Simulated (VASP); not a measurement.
# GaN (F-43m) in VASP: a series of runs, part 2 of 3

VASP 6.6.1.

## Step 3: Relaxation of cell and atoms, PBEsol, target pressure 4 GPa, at which the enthalpy is minimised

Contents of INCAR:

```
SYSTEM = GaN
PREC     = Accurate       ! precision mode
ENCUT    = 600            ! plane-wave cutoff, eV
EDIFF    = 1E-7           ! SCF threshold, eV
ISMEAR   = 0              ! smearing method
SIGMA    = 0.01           ! smearing width, eV
LREAL    = .FALSE.        ! projectors in reciprocal space
LASPH    = .TRUE.         ! aspherical terms in the spheres
NELM     = 100            ! most SCF steps
ALGO     = Normal         ! electronic algorithm
ISIF     = 3              ! what is computed and relaxed
LWAVE    = .FALSE.        ! write WAVECAR
LCHARG   = .FALSE.        ! write CHGCAR
GGA      = PS             ! functional
IBRION   = 2              ! ionic algorithm
NSW      = 100            ! ionic steps
EDIFFG   = -0.002         ! ionic threshold
PSTRESS  = 40.0
```

Contents of KPOINTS:

```
regular mesh
0
G
  10 10 10
  0 0 0
```

Contents of POSCAR:

```
GaN
1.0
    0.0000000000      2.2491407153      2.2491407153
    2.2491407153      0.0000000000      2.2491407153
    2.2491407153      2.2491407153      0.0000000000
Ga N
1 1
Direct
    0.0000000000      0.0000000000      0.0000000000
    0.2500000000      0.2500000000      0.2500000000
```

Potentials or basis: VASP PAW PBE potentials, release 64 (Ga_d, N).

On the command line:

```sh
cat potpaw_PBE.64/Ga_d/POTCAR potpaw_PBE.64/N/POTCAR > POTCAR
mpirun -np 1 vasp_std > vasp.out
```

OUTCAR:

```text
SYSTEM = GaN
   PREC = Accurate
   ENCUT = 600
   EDIFF = 1E-7
   ISMEAR = 0
   LREAL = .FALSE.
   LASPH = .TRUE.
   NELM = 100
   ISIF = 3
   GGA = PS
   IBRION = 2
   NSW = 100
   EDIFFG = -0.002
   PSTRESS = 40.0

 ion  position               nearest neighbor table
   1  0.000  0.000  0.000-   2 1.95   2 1.95   2 1.95   2 1.95
   2  0.250  0.250  0.250-   1 1.95   1 1.95   1 1.95   1 1.95

  LATTYP: Found a face centered cubic cell.
 ALAT       =     4.4982814306

  Lattice vectors:

 A1 = (   0.0000000000,   2.2491407153,   2.2491407153)
 A2 = (   2.2491407153,   0.0000000000,   2.2491407153)
 A3 = (   2.2491407153,   2.2491407153,   0.0000000000)

Analysis of symmetry for initial positions (statically):
=====================================================================
 Subroutine PRICEL returns:
 Original cell was already a primitive cell.

 Routine SETGRP: Setting up the symmetry group for a
 face centered cubic supercell.

 Subroutine GETGRP returns: Found 24 space group operations
 (whereof 24 operations were pure point group operations)
 out of a pool of 48 trial point group operations.

The static configuration has the point symmetry T_d .

Analysis of symmetry for dynamics (positions and initial velocities):
=====================================================================
 Subroutine PRICEL returns:
 Original cell was already a primitive cell.

 Routine SETGRP: Setting up the symmetry group for a
 face centered cubic supercell.

 Subroutine GETGRP returns: Found 24 space group operations
 (whereof 24 operations were pure point group operations)
 out of a pool of 48 trial point group operations.

The dynamic configuration has the point symmetry T_d .

 Subroutine INISYM returns: Found 24 space group operations
 (whereof 24 operations are pure point group operations),
 and found     1 'primitive' translations

----------------------------------------------------------------------------------------
[... 126 lines left out ...]
 Gauss-broadening in eV      SIGMA  =   0.01
  energy-cutoff  :      600.00
  volume of cell :       22.76
 maximum number of plane-waves:       769
 NGX is ok and might be reduce to    28
   NGX = 13   NGY = 13   NGZ = 13

--------------------------------------- Ionic step        1  -------------------------------------------

 number of electron      18.0000005 magnetization

 Free energy of the ion-electron system (eV)
  ---------------------------------------------------
  ext. energy  EPLUGINS =         0.00000000
  ---------------------------------------------------
  free energy    TOTEN  =       -13.12425438 eV

  energy without entropy =      -13.12425438  energy(sigma->0) =      -13.12425438

------------------------ aborting loop because EDIFF is reached ----------------------------------------

  FORCE on cell =-STRESS in cart. coord.  units (eV):
  Direction    XX          YY          ZZ          XY          YZ          ZX
  --------------------------------------------------------------------------------------
  -------------------------------------------------------------------------------------
  Total       -0.0568942     -0.0568942     -0.0568942      0.0000000      0.0000000      0.0000000
  in kB       -4.0058867     -4.0058867     -4.0058867      0.0000000      0.0000000      0.0000000
  external PRESSURE =     -44.0058867 kB  Pullay stress =      40.0000000 kB
[... 177 lines left out ...]
--------------------------------------- Ionic step        6  -------------------------------------------

 number of electron      18.0000001 magnetization

 Free energy of the ion-electron system (eV)
  ---------------------------------------------------
  ext. energy  EPLUGINS =         0.00000000
  ---------------------------------------------------
  free energy    TOTEN  =       -13.11871097 eV

  energy without entropy =      -13.11871097  energy(sigma->0) =      -13.11871097

 E-fermi :   5.5887     XC(G=0): -12.0548

 val. band max:        5.4630127106   @ k =   0.0000   0.0000   0.0000
 cond. band min:       7.3271959063   @ k =   0.0000   0.0000   0.0000
 fundamental gap:      1.8641831957
 Fermi energy:         5.5887323723

 k-point     1 :       0.0000    0.0000    0.0000
  band No.  band energies     occupation
      1     -10.7182      2.00000
      2      -7.9699      2.00000
      3      -7.9699      2.00000
      4      -7.9699      2.00000
      5      -7.6146      2.00000
      6      -7.6146      2.00000
      7       5.4630      2.00000
      8       5.4630      2.00000
      9       5.4630      2.00000
     10       7.3272      0.00000
     11      15.8421      0.00000
     12      15.8421      0.00000
     13      15.8421      0.00000
[... 354 lines left out ...]
  band No.  band energies     occupation
      1      -9.6112      2.00000
      2      -7.8359      2.00000
      3      -7.7232      2.00000
      4      -7.7220      2.00000
      5      -7.5483      2.00000
      6      -6.7343      2.00000
      7       0.3457      2.00000
      8       2.8686      2.00000
      9       3.2064      2.00000
     10       9.8526      0.00000
     11      12.7428      0.00000
     12      16.2824      0.00000
     13      18.4883      0.00000

 [... further k-points ...]
[... 5 lines left out ...]
  --------------------------------------------------------------------------------------
  -------------------------------------------------------------------------------------
  Total        0.5575943      0.5575943      0.5575943      0.0000000      0.0000000      0.0000000
  in kB       40.1533594     40.1533594     40.1533594      0.0000000      0.0000000      0.0000000
  external PRESSURE =       0.1533594 kB  Pullay stress =      40.0000000 kB
[... 21 lines left out ...]
  energy  without entropy=      -13.1187109711  energy(sigma->0) =      -13.11871097

  enthalpy is  TOTEN    =       -12.5632463129 eV   P V=        0.5554646582

 reached required accuracy - stopping structural energy minimisation
```

Wall time 1.9 min (1 thread of Intel Xeon 8259CL, shared host); peak memory 0.18 GiB.

What came out:

```yaml
Free_energy: -13.1187 eV
Relaxed_volume: 11.12 Å³/atom
Relaxed_cell: a = 3.157 Å, b = 3.157 Å, c = 3.157 Å, α = 60.00°, β = 60.00°, γ = 60.00°
Space_group_after_relaxing_to_0.1_Å: F-43m (No. 216)
Energy_change_on_relaxing_the_run_minimises_the_enthalpy: +2.8 meV/atom
Ionic_steps: 6
Pressure_after_relaxing: 4.0 GPa
Band_gap_on_the_k_mesh: 1.86 eV
```

Step by step:
| step | energy change (eV) | largest force (eV/Å) | pressure (GPa) | volume (Å³) |
| --- | --- | --- | --- | --- |
| 1 | 0.0000 | 0.0000 | -0.40 | 22.76 |
| 2 | 0.0259 | 0.0000 | 8.95 | 21.74 |
| 3 | 0.0055 | 0.0000 | 3.97 | 22.25 |
| 4 | 0.0057 | 0.0000 | 4.08 | 22.24 |
| 5 | 0.0053 | 0.0000 | 3.89 | 22.26 |
| 6 | 0.0055 | 0.0000 | 4.02 | 22.25 |

Final structure:
```yaml
crystal:
  lattice:
    - [0.00000, 2.23233, 2.23233]
    - [2.23233, 0.00000, 2.23233]
    - [2.23233, 2.23233, 0.00000]
  atoms:
    - { symbol: Ga, position: [0.00000, 0.00000, 0.00000] }
    - { symbol: N, position: [0.25000, 0.25000, 0.25000] }
```

Caveat: the cell is relaxed towards a set pressure, so the run minimises the enthalpy, not the energy; the PAW data sets were made with another functional, which shifts forces and pressure a little.

## Step 4: Relaxation of cell and atoms, PBEsol, target pressure 7 GPa, at which the enthalpy is minimised

Contents of INCAR:

```
SYSTEM = GaN
  PREC = Accurate
  ENCUT = 600
  EDIFF = 1E-6
  ISMEAR = 0
  SIGMA = 0.01
  LREAL = .False.
  LASPH = .True.
  NELM = 60
  ALGO = Normal
  ISIF = 3
  LWAVE = .False.
  LCHARG = .False.
  GGA = PS
  IBRION = 2
  NSW = 100
  EDIFFG = -0.002
  PSTRESS = 70.0
```

Contents of KPOINTS:

```
regular mesh
0
Gamma
  10 10 10
  0 0 0
```

POSCAR is that of step 3.

Potentials or basis: VASP PAW PBE potentials, release 64 (Ga_d, N).

On the command line:

```sh
cat potpaw_PBE.64/Ga_d/POTCAR potpaw_PBE.64/N/POTCAR > POTCAR
mpirun -np 1 vasp_std > vasp.out
```

OUTCAR:

```text
SYSTEM = GaN
   PREC = Accurate
   ENCUT = 600
   EDIFF = 1E-6
   ISMEAR = 0
   LREAL = .False.
   LASPH = .True.
   NELM = 60
   ISIF = 3
   GGA = PS
   IBRION = 2
   NSW = 100
   EDIFFG = -0.002
   PSTRESS = 70.0

 ion  position               nearest neighbor table
   1  0.000  0.000  0.000-   2 1.95   2 1.95   2 1.95   2 1.95
   2  0.250  0.250  0.250-   1 1.95   1 1.95   1 1.95   1 1.95

  LATTYP: Found a face centered cubic cell.
 ALAT       =     4.4982814306

  Lattice vectors:

 A1 = (   0.0000000000,   2.2491407153,   2.2491407153)
 A2 = (   2.2491407153,   0.0000000000,   2.2491407153)
 A3 = (   2.2491407153,   2.2491407153,   0.0000000000)

Analysis of symmetry for initial positions (statically):
=====================================================================
 Subroutine PRICEL returns:
 Original cell was already a primitive cell.

 Routine SETGRP: Setting up the symmetry group for a
 face centered cubic supercell.

 Subroutine GETGRP returns: Found 24 space group operations
 (whereof 24 operations were pure point group operations)
 out of a pool of 48 trial point group operations.

The static configuration has the point symmetry T_d .

Analysis of symmetry for dynamics (positions and initial velocities):
=====================================================================
[... 169 lines left out ...]
  in kB       -4.3274431     -4.3274431     -4.3274431     -0.0000000      0.0000000     -0.0000000
  external PRESSURE =     -74.3274431 kB  Pullay stress =      70.0000000 kB
[... 177 lines left out ...]
--------------------------------------- Ionic step        6  -------------------------------------------

 number of electron      18.0000000 magnetization

 Free energy of the ion-electron system (eV)
  ---------------------------------------------------
  ext. energy  EPLUGINS =         0.00000000
  ---------------------------------------------------
  free energy    TOTEN  =       -13.10803759 eV

  energy without entropy =      -13.10803759  energy(sigma->0) =      -13.10803759

 E-fermi :   5.7645     XC(G=0): -12.1317

 val. band max:        5.6235953288   @ k =   0.0000   0.0000   0.0000
 cond. band min:       7.5781049678   @ k =   0.0000   0.0000   0.0000
 fundamental gap:      1.9545096390
 Fermi energy:         5.7644600148

 k-point     1 :       0.0000    0.0000    0.0000
  band No.  band energies     occupation
      1     -10.6852      2.00000
      2      -7.8270      2.00000
      3      -7.8270      2.00000
      4      -7.8270      2.00000
      5      -7.4558      2.00000
      6      -7.4558      2.00000
      7       5.6236      2.00000
      8       5.6236      2.00000
      9       5.6236      2.00000
     10       7.5781      0.00000
     11      16.0907      0.00000
     12      16.0907      0.00000
     13      16.0907      0.00000
[... 354 lines left out ...]
  band No.  band energies     occupation
      1      -9.5297      2.00000
      2      -7.6909      2.00000
      3      -7.5701      2.00000
      4      -7.5686      2.00000
      5      -7.3869      2.00000
      6      -6.5923      2.00000
      7       0.4742      2.00000
      8       2.9838      2.00000
      9       3.3256      2.00000
     10      10.0340      0.00000
     11      13.0042      0.00000
     12      16.5213      0.00000
     13      18.7755      0.00000

 [... further k-points ...]
[... 5 lines left out ...]
  --------------------------------------------------------------------------------------
  -------------------------------------------------------------------------------------
  Total        0.9573485      0.9573485      0.9573485      0.0000000      0.0000000      0.0000000
  in kB       69.9214102     69.9214102     69.9214102      0.0000000      0.0000000      0.0000000
  external PRESSURE =      -0.0785898 kB  Pullay stress =      70.0000000 kB
[... 21 lines left out ...]
  energy  without entropy=      -13.1080375902  energy(sigma->0) =      -13.10803759

  enthalpy is  TOTEN    =       -12.1496130537 eV   P V=        0.9584245365

 reached required accuracy - stopping structural energy minimisation
```

It took 1.7 min on 1 thread of Intel Xeon 8259CL, shared host; peak memory 0.18 GiB.

What came out:

- Free energy: -13.1080 eV
- Relaxed volume: 10.97 Å³/atom
- Relaxed cell: a = 3.142 Å, b = 3.142 Å, c = 3.142 Å, α = 60.00°, β = 60.00°, γ = 60.00°
- Space group after relaxing (to 0.1 Å): F-43m (No. 216)
- Energy change on relaxing (the run minimises the enthalpy): +8.1 meV/atom
- Ionic steps: 6
- Pressure after relaxing: 7.0 GPa
- Band gap on the k mesh: 1.95 eV

Step by step:
| step | energy change (eV) | largest force (eV/Å) | pressure (GPa) | volume (Å³) |
| --- | --- | --- | --- | --- |
| 1 | 0.0000 | 0.0000 | -0.43 | 22.76 |
| 2 | 0.0800 | 0.0000 | 16.59 | 21.06 |
| 3 | 0.0158 | 0.0000 | 6.93 | 21.95 |
| 4 | 0.0165 | 0.0000 | 7.09 | 21.93 |
| 5 | 0.0158 | 0.0000 | 6.86 | 21.95 |
| 6 | 0.0162 | 0.0000 | 6.99 | 21.94 |

Final structure:
```yaml
crystal:
  lattice:
    - [0.00000, 2.22184, 2.22184]
    - [2.22184, 0.00000, 2.22184]
    - [2.22184, 2.22184, 0.00000]
  atoms:
    - { symbol: Ga, position: [0.00000, 0.00000, 0.00000] }
    - { symbol: N, position: [0.25000, 0.25000, 0.25000] }
```

Levels at points of the mesh, in eV from the valence-band top:
```
           k point  band 5  band 6  band 7  band 8  band 9  band 10  band 11  band 12  band 13
(0.00, 0.00, 0.00)  -13.08  -13.08    0.00    0.00    0.00     1.95    10.47    10.47    10.47
(0.50, 0.00, 0.00)  -13.03  -11.83   -7.40   -1.03   -1.03     4.85     8.84    10.48    10.48
(0.50, 0.50, 0.00)  -12.99  -11.41   -6.36   -2.89   -2.89     3.23     6.80    11.89    14.33
```

Caveat: the cell is relaxed towards a set pressure, so the run minimises the enthalpy, not the energy; the PAW data sets were made with another functional, which shifts forces and pressure a little.

## Step 5: Relaxation of cell and atoms, PBEsol, target pressure 10 GPa, at which the enthalpy is minimised

Contents of INCAR:

```
SYSTEM = GaN
PREC = Accurate
ENCUT = 600
EDIFF = 1E-6
ISMEAR = 0
SIGMA = 0.01
LREAL = .False.
LASPH = .True.
NELM = 100
ALGO = Normal
ISIF = 3
LWAVE = .False.
LCHARG = .False.
GGA = PS
IBRION = 2
NSW = 100
EDIFFG = -0.002
PSTRESS = 100.0
```

KPOINTS is that of step 4.

POSCAR is that of step 4.

On the command line:

```sh
cat potpaw_PBE.64/Ga_d/POTCAR potpaw_PBE.64/N/POTCAR > POTCAR
mpirun -np 1 vasp_std > vasp.out
```

Wall time 95 s (1 thread of Intel Xeon 8259CL, shared host); peak memory 0.18 GiB.

The run converged. Its results:

| Property | Result |
| --- | --- |
| Free energy | -13.0927 eV |
| Relaxed volume | 10.82 Å³/atom |
| Relaxed cell | a = 3.128 Å, b = 3.128 Å, c = 3.128 Å, α = 60.00°, β = 60.00°, γ = 60.00° |
| Space group after relaxing (to 0.1 Å) | F-43m (No. 216) |
| Energy change on relaxing (the run minimises the enthalpy) | +15.8 meV/atom |
| Ionic steps | 6 |
| Pressure after relaxing | 10.0 GPa |
| Band gap on the k mesh | 2.04 eV |

Step by step:
```csv
step,energy change (eV),largest force (eV/Å),pressure (GPa),volume (Å³)
1,0.0000,0.0000,-0.43,22.76
2,0.1663,0.0000,25.33,20.40
3,0.0306,0.0000,9.85,21.66
4,0.0319,0.0000,10.07,21.64
5,0.0310,0.0000,9.87,21.66
6,0.0316,0.0000,9.98,21.65
```

Final structure:
```
CELL_PARAMETERS angstrom
0.00000 2.21199 2.21199
2.21199 0.00000 2.21199
2.21199 2.21199 0.00000
ATOMIC_POSITIONS crystal
Ga 0.00000 0.00000 0.00000
N 0.25000 0.25000 0.25000
```

Levels at points of the mesh, in eV from the valence-band top:
```csv
k point,band 6,band 7,band 8,band 9,band 10,band 11,band 12,band 13
"(0.00, 0.00, 0.00)",-13.08,0.00,0.00,0.00,2.04,10.55,10.55,10.55
"(0.50, 0.00, 0.00)",-11.83,-7.50,-1.05,-1.05,4.94,8.91,10.55,10.55
"(0.50, 0.50, 0.00)",-11.41,-6.42,-2.94,-2.94,3.24,6.88,11.99,14.47
```

Caveat: the cell is relaxed towards a set pressure, so the run minimises the enthalpy, not the energy; the PAW data sets were made with another functional, which shifts forces and pressure a little.

(Continued in part 3 of 3.)
